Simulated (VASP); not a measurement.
# BP (F-43m) in VASP: notebook

BP is run at these levels: PBE; tasks: single point, relaxation of cell and atoms.

Everything below comes from runs of VASP 6.6.1. Logs are shortened: lines on timing, memory, paths and dates and some standing lists are left out, and cuts for length are marked.

**1. The cell of the first run**

The structure is cubic, space group F-43m (No. 216). Conventional cell: a = 4.338 Å, b = 4.338 Å, c = 4.338 Å, α = 90.00°, β = 90.00°, γ = 90.00°. B (site symmetry -43m) has 4 P at 1.88 Å within 2.5 Å. Within 2.5 Å of P (site symmetry -43m) lie 4 B at 1.88 Å.

**2. Single point, PBE**

INCAR reads:

```
PREC = Accurate
ENCUT = 500
EDIFF = 1E-6
ISMEAR = 0
SIGMA = 0.01
LREAL = False
LASPH = True
NELM = 120
ALGO = Normal
ISIF = 2
LWAVE = False
LCHARG = False
GGA = PE
NBANDS = 11
GGA_COMPAT = False
```

KPOINTS reads:

```
regular mesh
0
Gamma
  12 12 12
```

POSCAR reads:

```
BP
1.0
    0.0000000000      2.1691802231      2.1691802231
    2.1691802231      0.0000000000      2.1691802231
    2.1691802231      2.1691802231      0.0000000000
B P
1 1
Direct
    0.0000000000      0.0000000000      0.0000000000
    0.7500000000      0.7500000000      0.7500000000
```

Potentials or basis: VASP PAW PBE potentials, release 64 (B, P).

The run is started by

```bash
$ cat potpaw_PBE.64/B/POTCAR potpaw_PBE.64/P/POTCAR > POTCAR
$ mpirun -np 1 vasp_std > vasp.out
```

OUTCAR:

```text
PREC = Accurate
   ENCUT = 500
   EDIFF = 1E-6
   ISMEAR = 0
   LREAL = False
   LASPH = True
   NELM = 120
   ISIF = 2
   GGA = PE

 ion  position               nearest neighbor table
   1  0.000  0.000  0.000-   2 1.88   2 1.88   2 1.88   2 1.88
   2  0.750  0.750  0.750-   1 1.88   1 1.88   1 1.88   1 1.88

  LATTYP: Found a face centered cubic cell.
 ALAT       =     4.3383604462

  Lattice vectors:

 A1 = (   0.0000000000,   2.1691802231,   2.1691802231)
 A2 = (   2.1691802231,   0.0000000000,   2.1691802231)
 A3 = (   2.1691802231,   2.1691802231,   0.0000000000)

Analysis of symmetry for initial positions (statically):
=====================================================================
 Subroutine PRICEL returns:
 Original cell was already a primitive cell.

 Routine SETGRP: Setting up the symmetry group for a
 face centered cubic supercell.

 Subroutine GETGRP returns: Found 24 space group operations
 (whereof 24 operations were pure point group operations)
 out of a pool of 48 trial point group operations.

The static configuration has the point symmetry T_d .

Analysis of symmetry for dynamics (positions and initial velocities):
=====================================================================
 Subroutine PRICEL returns:
 Original cell was already a primitive cell.

 Routine SETGRP: Setting up the symmetry group for a
 face centered cubic supercell.

 Subroutine GETGRP returns: Found 24 space group operations
 (whereof 24 operations were pure point group operations)
 out of a pool of 48 trial point group operations.

The dynamic configuration has the point symmetry T_d .

 Subroutine INISYM returns: Found 24 space group operations
 (whereof 24 operations are pure point group operations),
 and found     1 'primitive' translations

----------------------------------------------------------------------------------------

                                     Primitive cell

  volume of cell :      20.4135

  direct lattice vectors                    reciprocal lattice vectors
     0.000000000  2.169180223  2.169180223    -0.230501825  0.230501825  0.230501825
     2.169180223  0.000000000  2.169180223     0.230501825 -0.230501825  0.230501825
     2.169180223  2.169180223  0.000000000     0.230501825  0.230501825 -0.230501825

  length of vectors
     3.067684091  3.067684091  3.067684091     0.399240872  0.399240872  0.399240872

  position of ions in fractional coordinates (direct lattice)
     0.000000000  0.000000000  0.000000000
     0.750000000  0.750000000  0.750000000

  ion indices of the primitive-cell ions
   primitive index   ion index
                 1           1
                 2           2

----------------------------------------------------------------------------------------

 KPOINTS: regular mesh

Automatic generation of k-mesh.
 Grid dimensions read from file:
 generate k-points for:   12   12   12

 Generating k-lattice:

  Cartesian coordinates                     Fractional coordinates (reciprocal lattice)
    -0.019208485  0.019208485  0.019208485     0.083333333  0.000000000  0.000000000
     0.019208485 -0.019208485  0.019208485     0.000000000  0.083333333  0.000000000
     0.019208485  0.019208485 -0.019208485     0.000000000  0.000000000  0.083333333

  Length of vectors
     0.033270073  0.033270073  0.033270073

  Shift w.r.t. Gamma in fractional coordinates (k-lattice)
     0.000000000  0.000000000  0.000000000

 Subroutine IBZKPT returns following result:
 ===========================================

 Found     72 irreducible k-points:

 Following reciprocal coordinates:
            Coordinates               Weight
  0.000000  0.000000  0.000000      1.000000
  0.083333  0.000000  0.000000      8.000000
  0.166667  0.000000  0.000000      8.000000
  0.250000  0.000000  0.000000      8.000000
  0.333333  0.000000  0.000000      8.000000
  0.416667  0.000000  0.000000      8.000000
[... 16 lines left out ...]
  0.500000  0.166667  0.000000     24.000000
 -0.416667  0.166667  0.000000     24.000000
 [... further k-points ...]
   k-points           NKPTS =     72   k-points in BZ     NKDIM =     72   number of bands    NBANDS=     11
   number of dos      NEDOS =    301   number of ions     NIONS =      2
   total plane-waves  NPLWV =  13824
   dimension x,y,z NGX =    24 NGY =   24 NGZ =   24
   dimension x,y,z NGXF=    48 NGYF=   48 NGZF=   48
   ions per type =               1   1
   NGX,Y,Z   is equivalent  to a cutoff of  13.01, 13.01, 13.01 a.u.
   NGXF,Y,Z  is equivalent  to a cutoff of  26.01, 26.01, 26.01 a.u.
 SYSTEM =  unknown system
   PREC   = accura    normal or accurate (medium, high low for compatibility)
   ISTART =      0    job   : 0-new  1-cont  2-samecut
   ICHARG =      2    charge: 1-file 2-atom 10-const
   ISPIN  =      1    spin polarized calculation?
   LNONCOLLINEAR =      F non collinear calculations
   LSORBIT =      F    spin-orbit coupling
   LASPH  =      T    aspherical Exc in radial PAW
   ENCUT  =  500.0 eV  36.75 Ry    6.06 a.u.   5.59  5.59  5.59*2*pi/ulx,y,z
   NELM   =    120;   NELMIN=  2; NELMDL= -5     # of ELM steps
   EDIFF  = 0.1E-05   stopping-criterion for ELM
   LREAL  =      F    real-space projection
   EDIFFG = 0.1E-04   stopping-criterion for IOM
   NSW    =      0    number of steps for IOM
   IBRION =     -1    ionic relax: 0-MD 1-quasi-New 2-CG
   NFREE  =      0    steps in history (QN), initial steepest desc. (CG)
   ISIF   =      2    stress and relaxation
   ISYM   =      2    0-nonsym 1-usesym 2-fastsym
   POTIM  = 0.5000    time-step for ionic-motion
   TEBEG  =    0.0;   TEEND  =   0.0 temperature during run
   PSTRESS=    0.0 pullay stress
   NELECT =       8.0000    total number of electrons
   NUPDOWN=      -1.0000    fix difference up-down
   EMIN   =  10.00;   EMAX   =-10.00  energy-range for DOS
   EFERMI =   0.00;   METHOD = LEGACY
   ISMEAR =     0;   SIGMA  =   0.01  broadening in eV -4-tet -1-fermi 0-gaus
   EFERMI_NEDOS =   21; number of points for ismear=-14 and -15
   IALGO  =     38    algorithm
   IMIX   =      4    mixing-type and parameters
     AMIX     =   0.40;   BMIX     =  1.00
     AMIX_MAG =   1.60;   BMIX_MAG =  1.00
  volume/ion in A,a.u.               =      10.21        68.88
  Fermi-wavevector in a.u.,A,eV,Ry     =   1.198025  2.263939 19.527949  1.435264
  Thomas-Fermi vector in A             =   2.333925
   LORBIT       =      0    0 simple, 1 ext, 2 COOP (PROOUT), +10 PAW based schemes
   GGA     = PE    functional components
   LHFCALC =     F    Hartree Fock is set to
   AEXX    =    0.0000 exact exchange contribution
   IVDW    =     0    specifies the selected vdW correction
   LEPSILON=     F    determine dielectric tensor
   LRPA    =     F    only Hartree local field effects (RPA)
 non-spin polarized calculation
 Gauss-broadening in eV      SIGMA  =   0.01
  energy-cutoff  :      500.00
  volume of cell :       20.41
 maximum number of plane-waves:       533
 NGX is ok and might be reduce to    24

 number of electron       7.9999999 magnetization

 Free energy of the ion-electron system (eV)
  ---------------------------------------------------
  ext. energy  EPLUGINS =         0.00000000
  ---------------------------------------------------
  free energy    TOTEN  =       -12.67498528 eV

  energy without entropy =      -12.67498528  energy(sigma->0) =      -12.67498528

 E-fermi :   9.2100     XC(G=0): -11.4970

 val. band max:        9.1011197264   @ k =   0.0000   0.0000   0.0000
 cond. band min:      10.1298030185   @ k =   0.4167   0.4167   0.0000
 fundamental gap:      1.0286832921
 Fermi energy:         9.2099756048

 k-point     1 :       0.0000    0.0000    0.0000
  band No.  band energies     occupation
      1      -7.6107      2.00000
      2       9.1011      2.00000
      3       9.1011      2.00000
      4       9.1011      2.00000
      5      12.7444      0.00000
      6      12.7444      0.00000
      7      12.7444      0.00000
      8      18.6045      0.00000
      9      21.6243      0.00000
     10      21.6427      0.00000
     11      21.6427      0.00000

 k-point     2 :       0.0833    0.0000    0.0000
  band No.  band energies     occupation
      1      -7.4711      2.00000
      2       8.0665      2.00000
      3       8.8633      2.00000
      4       8.8633      2.00000
      5      13.0755      0.00000
      6      13.0755      0.00000
      7      13.1872      0.00000
      8      18.8609      0.00000
      9      21.0449      0.00000
     10      21.0449      0.00000
     11      22.0924      0.00000

 k-point     3 :       0.1667    0.0000    0.0000
  band No.  band energies     occupation
      1      -7.0552      2.00000
      2       6.0312      2.00000
      3       8.3670      2.00000
      4       8.3670      2.00000
      5      13.6440      0.00000
      6      13.7382      0.00000
      7      13.7382      0.00000
      8      19.4413      0.00000
      9      20.3074      0.00000
     10      20.3074      0.00000
     11      23.0092      0.00000

 k-point     4 :       0.2500    0.0000    0.0000
  band No.  band energies     occupation
      1      -6.3731      2.00000
      2       3.8303      2.00000
      3       7.8760      2.00000
      4       7.8760      2.00000
      5      13.7823      0.00000
      6      14.1716      0.00000
      7      14.1716      0.00000
      8      19.8918      0.00000
      9      20.3872      0.00000
     10      20.3872      0.00000
     11      23.4198      0.00000
[... 239 lines left out ...]
 k-point    22 :       0.4167    0.1667    0.0000
  band No.  band energies     occupation
      1      -4.6316      2.00000
      2       1.4543      2.00000
      3       5.7566      2.00000
      4       6.1385      2.00000
      5      12.2715      0.00000
      6      16.1683      0.00000
      7      16.3321      0.00000
      8      17.1097      0.00000
      9      22.9933      0.00000
     10      24.6051      0.00000
     11      26.0500      0.00000

 k-point    23 :       0.5000    0.1667    0.0000
  band No.  band energies     occupation
      1      -3.6173      2.00000
      2      -0.0900      2.00000
      3       5.2108      2.00000
      4       6.2334      2.00000
      5      12.4070      0.00000
      6      15.9012      0.00000
      7      16.2451      0.00000
      8      18.7885      0.00000
      9      22.5432      0.00000
     10      24.6650      0.00000
     11      26.5017      0.00000

 k-point    24 :      -0.4167    0.1667    0.0000
  band No.  band energies     occupation
      1      -3.3869      2.00000
      2      -0.3916      2.00000
      3       4.8356      2.00000
      4       6.5371      2.00000
      5      12.7137      0.00000
      6      15.5248      0.00000
      7      16.1998      0.00000
      8      20.4595      0.00000
      9      21.9561      0.00000
     10      22.6012      0.00000
     11      26.3470      0.00000

 [... further k-points ...]

------------------------ aborting loop because EDIFF is reached ----------------------------------------

  FORCE on cell =-STRESS in cart. coord.  units (eV):
  Direction    XX          YY          ZZ          XY          YZ          ZX
  --------------------------------------------------------------------------------------
  -------------------------------------------------------------------------------------
  Total        3.7713628      3.7713628      3.7713628     -0.0000000      0.0000000     -0.0000000
  in kB      296.0001892    296.0001892    296.0001892     -0.0000000      0.0000000     -0.0000000
  external PRESSURE =     296.0001892 kB  Pullay stress =       0.0000000 kB

 VOLUME and BASIS-vectors are now :
 -----------------------------------------------------------------------------
  energy-cutoff  :      500.00
  volume of cell :       20.41
      direct lattice vectors                 reciprocal lattice vectors
     0.000000000  2.169180223  2.169180223    -0.230501825  0.230501825  0.230501825
     2.169180223  0.000000000  2.169180223     0.230501825 -0.230501825  0.230501825
     2.169180223  2.169180223  0.000000000     0.230501825  0.230501825 -0.230501825

 POSITION                                       TOTAL-FORCE (eV/Angst)
 -----------------------------------------------------------------------------------
      0.00000      0.00000      0.00000        -0.000000     -0.000000     -0.000000
      3.25377      3.25377      3.25377         0.000000      0.000000      0.000000
 -----------------------------------------------------------------------------------
    total drift:                               -0.000000     -0.000000     -0.000000

  FREE ENERGIE OF THE ION-ELECTRON SYSTEM (eV)
  ---------------------------------------------------
  free  energy   TOTEN  =       -12.6749852777 eV

  energy  without entropy=      -12.6749852777  energy(sigma->0) =      -12.67498528
```

Wall time 7.4 s (1 thread of Intel Xeon Platinum 8488C (Sapphire Rapids), shared host); peak memory 0.13 GiB.

Results:

| Quantity | Value |
| --- | --- |
| Free energy | -12.6750 eV |
| Pressure | 29.6 GPa |
| Band gap on the k mesh | 1.03 eV (least direct gap 3.64 eV) |

Levels at points of the mesh, in eV from the valence-band top:
```tsv
k point	band 1	band 2	band 3	band 4	band 5	band 6	band 7	band 8
(0.00, 0.00, 0.00)	-16.71	0.00	0.00	0.00	3.64	3.64	3.64	9.50
(0.50, 0.00, 0.00)	-12.84	-10.04	-1.91	-1.91	4.62	4.80	4.80	10.59
(0.50, 0.50, 0.00)	-11.12	-9.30	-4.61	-4.61	1.05	1.54	13.42	13.42
```

Caveat: the cell stands under pressure.

**3. Relaxation of cell and atoms, PBE, target pressure 30 GPa, at which the enthalpy is minimised**

INCAR reads:

```
PREC = Accurate
ENCUT = 500
EDIFF = 1E-7
ISMEAR = 0
SIGMA = 0.01
LREAL = False
LASPH = True
NELM = 120
ALGO = Normal
ISIF = 3
LWAVE = False
LCHARG = False
GGA = PE
IBRION = 2
NSW = 80
EDIFFG = -0.001
PSTRESS = 300.0
GGA_COMPAT = False
NELMIN = 4
```

KPOINTS is that of step 2.

POSCAR is that of step 2.

Potentials or basis: VASP PAW PBE potentials, release 64 (B, P).

The run is started by

```bash
$ cat potpaw_PBE.64/B/POTCAR potpaw_PBE.64/P/POTCAR > POTCAR
$ mpirun -np 1 vasp_std > vasp.out
```

Wall time 12 s (1 thread of Intel Xeon Platinum 8488C (Sapphire Rapids), shared host); peak memory 0.13 GiB.

Results (log left out):

| Quantity | Value |
| --- | --- |
| Free energy | -12.6693 eV |
| Relaxed volume | 10.19 Å³/atom |
| Relaxed cell | a = 3.066 Å, b = 3.066 Å, c = 3.066 Å, α = 60.00°, β = 60.00°, γ = 60.00° |
| Space group after relaxing (to 0.1 Å) | F-43m (No. 216) |
| Energy change on relaxing (the run minimises the enthalpy) | +2.8 meV/atom |
| Ionic steps | 3 |
| Pressure after relaxing | 30.0 GPa |
| Band gap on the k mesh | 1.03 eV (least direct gap 3.65 eV) |

Step by step:
| step | energy change (eV) | largest force (eV/Å) | pressure (GPa) | volume (Å³) |
| --- | --- | --- | --- | --- |
| 1 | 0.0000 | 0.0000 | 29.61 | 20.41 |
| 2 | 0.0137 | 0.0000 | 30.57 | 20.34 |
| 3 | 0.0057 | 0.0000 | 30.01 | 20.38 |

Final structure:
```
B P
1.0
     0.00000    2.16809    2.16809
     2.16809    0.00000    2.16809
     2.16809    2.16809    0.00000
B P
1 1
Direct
  0.00000 0.00000 0.00000
  0.75000 0.75000 0.75000
```

Levels at points of the mesh, in eV from the valence-band top:
```tsv
k point	band 1	band 2	band 3	band 4	band 5	band 6	band 7	band 8
(0.00, 0.00, 0.00)	-16.73	0.00	0.00	0.00	3.65	3.65	3.65	9.53
(0.50, 0.00, 0.00)	-12.85	-10.06	-1.91	-1.91	4.63	4.80	4.80	10.60
(0.50, 0.50, 0.00)	-11.13	-9.31	-4.61	-4.61	1.04	1.54	13.44	13.44
```

Caveat: the cell is relaxed towards a set pressure, so the run minimises the enthalpy, not the energy.

**4. Single point, PBE**

This run uses another cell than the first one: it holds 4 atoms, not 2.

INCAR reads:

```
SYSTEM = BP
  PREC = Accurate
  ENCUT = 520
  EDIFF = 1E-7
  ISMEAR = 0
  SIGMA = 0.05
  LREAL = .FALSE.
  LASPH = .TRUE.
  NELM = 60
  ALGO = Normal
  ISIF = 2
  LWAVE = .FALSE.
  LCHARG = .FALSE.
  GGA = PE
  NBANDS = 16
```

KPOINTS reads:

```
Automatic mesh
0
G
  8 8 8
  0 0 0
```

POSCAR reads:

```
BP
1.0
    3.2161365136      0.0000000000      0.0000000000
    0.0000000000      3.2161365136      0.0000000000
    0.0000000000      0.0000000000      4.5483038760
B P
2 2
Direct
    0.0000000000      0.0000000000      0.0000000000
    0.5000000000      0.5000000000      0.5000000000
    1.0000000000      0.5000000000      0.2500000000
    0.5000000000      0.0000000000      0.7500000000
```

The run is started by

```bash
$ cat potpaw_PBE.64/B/POTCAR potpaw_PBE.64/P/POTCAR > POTCAR
$ mpirun -np 1 vasp_std > vasp.out
```

Wall time 42 s (1 thread of Intel Xeon 8259CL, shared host); peak memory 0.18 GiB.

The run converged. Its results:

```
Free energy            : -25.8610 eV
Pressure               : -0.2 GPa
Band gap on the k mesh : 1.26 eV
```

Levels at points of the mesh, in eV from the valence-band top:
```tsv
k point	band 4	band 5	band 6	band 7	band 8	band 9	band 10	band 11	band 12	band 13
(0.00, 0.00, 0.00)	-4.09	-4.09	0.00	0.00	0.00	1.35	1.67	3.39	3.39	3.39
(0.50, 0.00, 0.00)	-6.45	-5.21	-5.21	-1.92	-1.92	3.85	3.85	6.35	6.35	7.49
(0.50, 0.50, 0.00)	-8.55	-4.09	-4.09	-4.09	-4.09	1.35	1.35	1.67	1.67	12.06
(0.00, 0.00, 0.50)	-3.69	-2.72	-2.72	-2.72	-2.72	1.82	1.82	4.95	4.95	7.69
(0.50, 0.00, 0.50)	-8.98	-1.75	-1.75	-1.75	-1.75	3.74	3.74	4.71	4.71	4.71
(0.50, 0.50, 0.50)	-8.03	-5.64	-5.64	-5.43	-5.43	5.34	5.34	6.75	6.75	7.20
```

**5. Single point, PBE**

This run uses another cell than the first one, of 11.02 Å³/atom.

INCAR reads:

```
PREC = Accurate
ENCUT = 520
EDIFF = 1E-6
ISMEAR = 0
SIGMA = 0.01
LREAL = False
LASPH = True
NELM = 60
ALGO = Normal
ISIF = 2
LWAVE = False
LCHARG = False
GGA = PE
NBANDS = 11
```

KPOINTS reads:

```
Automatic mesh
0
Gamma
  10 10 10
```

POSCAR reads:

```
BP
1.0
    0.0000000000      2.2251449640      2.2251449640
    2.2251449640      0.0000000000      2.2251449640
    2.2251449640      2.2251449640      0.0000000000
B P
1 1
Direct
    0.0000000000      0.0000000000      0.0000000000
    0.7500000000      0.7500000000      0.7500000000
```

The run is started by

```bash
$ cat potpaw_PBE.64/B/POTCAR potpaw_PBE.64/P/POTCAR > POTCAR
$ mpirun -np 1 vasp_std > vasp.out
```

Wall time 4.6 s (1 thread of Intel Xeon Platinum 8488C (Sapphire Rapids), shared host); peak memory 0.14 GiB.

The run converged. Its results:

```yaml
Free_energy: -12.8796 eV
Pressure: 11.7 GPa
Band_gap_on_the_k_mesh: 1.16 eV (least direct gap 3.49 eV)
```

Levels at points of the mesh, in eV from the valence-band top:
```
           k point  band 1  band 2  band 3  band 4  band 5  band 6  band 7  band 8
(0.00, 0.00, 0.00)  -15.99    0.00    0.00    0.00    3.49    3.49    3.49    8.28
(0.50, 0.00, 0.00)  -12.44   -9.46   -1.83   -1.83    4.14    4.75    4.75   10.33
(0.50, 0.50, 0.00)  -10.82   -8.89   -4.33   -4.33    1.21    1.61   12.68   12.68
```

Caveat: the cell stands under pressure.

**6. The runs side by side**

| task | cell | k mesh | cutoff (eV) | smearing | gap on the mesh (eV) | pressure (GPa) |
| --- | --- | --- | --- | --- | --- | --- |
| single point | a = 3.068 Å, angles 60.0°, 2 atoms, atomic positions A | 12 × 12 × 12 | 500 | gaussian 0.01 eV | 1.03 | 29.6 |
| relaxation of cell and atoms | relaxed to 30 GPa from a = 3.068 Å, angles 60.0°, 2 atoms, atomic positions A | 12 × 12 × 12 | 500 | gaussian 0.01 eV | 1.03 | 30.0 |
| single point | a = 3.216, b = 3.216, c = 4.548 Å, 4 atoms, atomic positions B | 8 × 8 × 8 | 520 | gaussian 0.05 eV | 1.26 | -0.2 |
| single point | a = 3.147 Å, angles 60.0°, 2 atoms, atomic positions A | 10 × 10 × 10 | 520 | gaussian 0.01 eV | 1.16 | 11.7 |

Alike in all rows: level PBE; potentials or basis VASP PAW PBE potentials, release 64 (B, P); no spin polarisation.

Caveats: the cell stands under pressure (at least some runs); the cell is relaxed towards a set pressure, so the run minimises the enthalpy, not the energy (at least some runs).

Absolute energies hang on the potentials; compare differences alone.
